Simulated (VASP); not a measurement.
AgCl:

```
Ag Cl
1.0
     3.22615    0.00000    0.00000
     0.00000    3.22615    0.00000
     0.00000    0.00000    3.22615
Ag Cl
1 1
Direct
  0.00000 0.00000 0.00000
  0.50000 0.50000 0.50000
```

This cell differs from its parent crystal: strain -5.0%.

Base run:

* Program: VASP 6.6.1
* Functional: r2SCAN
* Potentials or basis: VASP PAW PBE potentials, release 64 (Ag, Cl)
* Cutoff: 520 eV
* k mesh: 8 × 8 × 8
* Occupations: gaussian, width 0.01 eV
* Spin: no spin polarisation

Its results: band gap on the k mesh 1.36 eV, indirect (least direct gap 3.61 eV); pressure 12.9 GPa.

The run is repeated on the same cell with these changes: functional from r2SCAN to PBE; occupations from gaussian, width 0.01 eV to fermi-dirac, width 0.02 eV. What comes out?

Band gap on the k mesh 0.71 eV, indirect (least direct gap 2.88 eV); pressure 14.1 GPa.

Caveats: the PAW data sets were made with another functional, which shifts forces and pressure a little (some runs).

A k mesh can miss the band edges.
